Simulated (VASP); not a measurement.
Sn, 2 atoms in the cell. Symmetry: Fd-3m, No. 227, cubic system. Conventional cell: a = 6.716 Å, b = 6.716 Å, c = 6.716 Å, α = 90.00°, β = 90.00°, γ = 90.00°. Within 3.8 Å of Sn (site symmetry -43m) lie 4 Sn at 2.91 Å. 

- Program: VASP 6.6.1
- Task: single point
- Functional: PBE
- Dispersion: D3(BJ)
- Potentials or basis: VASP PAW PBE potentials, release 64 (Sn_d)
- Cutoff: 520 eV
- k mesh: 8 × 8 × 8
- Occupations: methfessel-paxton, width 0.2 eV
- Spin: no spin polarisation
- Dipole correction: no
- Further INCAR settings: ALGO = Normal; EDIFF = 1e-06; NBANDS = 21

Potentials or basis: VASP PAW PBE potentials, release 64 (Sn_d).

Run with:

```console
$ cat potpaw_PBE.64/Sn_d/POTCAR > POTCAR
$ mpirun -np 1 vasp_std > vasp.out
```

Hardware: 1 thread of AMD EPYC 7R13 (shared host).

Q: Estimate the wall time of this run.

A: Run time: 86 s on 1 thread of AMD EPYC 7R13 (shared host), peak memory 0.19 GiB. Counts: scf iterations 12, k points 29.
